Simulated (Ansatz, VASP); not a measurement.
Two plane-wave programs on LiF3

The input INCAR:

```
ALGO     = Normal         # electronic algorithm
EDIFF    = 1E-7           # SCF threshold, eV
EDIFFG   = -0.01          # ionic threshold
ENCUT    = 910            # plane-wave cutoff, eV
GGA      = PE             # functional
GGA_COMPAT= F            
IBRION   = 2              # ionic algorithm
ISIF     = 3              # what is computed and relaxed
ISMEAR   = 0              # smearing method
ISPIN    = 2              # spin polarisation
LASPH    = T              # aspherical terms in the spheres
LCHARG   = F              # write CHGCAR
LORBIT   = 11             # projections on sites
LREAL    = F              # projectors in reciprocal space
LWAVE    = F              # write WAVECAR
MAGMOM   = 0 0.74 0.74 0.74 # initial moments
NELM     = 200            # most SCF steps
NELMIN   = 4            
NSW      = 100            # ionic steps
PREC     = Accurate       # precision mode
SIGMA    = 0.1            # smearing width, eV
```

KPOINTS

```
k-points
0
Gamma
  14 14 14
```

Contents of POSCAR:

```
LiF3
1.0
   -2.2159550695      2.2159550695      2.2159550695
    2.2159550695     -2.2159550695      2.2159550695
    2.2159550695      2.2159550695     -2.2159550695
Li F
1 3
Direct
    0.0000000000      0.0000000000      0.0000000000
    0.0000000000      0.5000000000      0.5000000000
    0.5000000000      0.0000000000      0.5000000000
    0.5000000000      0.5000000000      0.0000000000
```

Input for Ansatz:

```yaml
crystal:
  lattice:
    - [-2.2159550695, 2.2159550695, 2.2159550695]
    - [2.2159550695, -2.2159550695, 2.2159550695]
    - [2.2159550695, 2.2159550695, -2.2159550695]
  atoms:
    - { symbol: Li, position: [0.0, 0.0, 0.0] }
    - { symbol: F, position: [0.0, 0.5, 0.5], spin: 0.74 }
    - { symbol: F, position: [0.5, 0.0, 0.5], spin: 0.74 }
    - { symbol: F, position: [0.5, 0.5, 0.0], spin: 0.74 }
basis:
  ecutwfc: 420
kpoints:
  mp_grid: { grid: [14, 14, 14] }
hamiltonian:
  xc: pbe
scf:
  occupations: { method: gaussian, width: 0.1 }
output:
  forces: true
  stress: true
  eigenvalues: true
  populations: true
  write_density: true
  write_potential: true
  elf: true
  volumetric_format: npy
magnetization:
  spin_polarized: true
relax:
  adjacent_minimum: "off"
  f_tol: 0.01
  max_steps: 80
  cell: { stress_tol: 0.05 }
```

Alike in both runs: task relaxation of cell and atoms; functional PBE; k mesh 14 × 14 × 14; occupations gaussian, width 0.1 eV; collinear spin.

|  | VASP | Ansatz |
| --- | --- | --- |
| version | VASP 6.6.1 | Ansatz 0.2.0 |
| potentials or method | VASP PAW PBE potentials, release 64 (Li_sv, F_h), cutoff 910 eV | scalar-relativistic, plane waves, PAW |
| valence electrons in the cell | 24 | 24 |

|  | VASP | Ansatz | Ansatz less VASP |
| --- | --- | --- | --- |
| gap on the k mesh at the Fermi level, each at its own relaxed structure (eV) | none | none | - |
| net moment per atom (μB) | 0.50 | 0.50 | 0.000 |
| size of the moment on the site where the two differ most (μB) | 0.51 | 0.67 | +0.163 |
| relaxed volume (Å³/atom) | 10.57 | 10.72 | +0.152 |
| relaxed length of the cell vector where the two differ most in proportion (Å) | 3.801 | 3.819 | +0.0182 |

Site moments also hang on the region over which each program counts them. A gap of «none» marks a metal or a gap that the smearing closes.

Noted on VASP's run: the cutoff is under 1.25 times that of the potentials, so the pressure is a little rough.
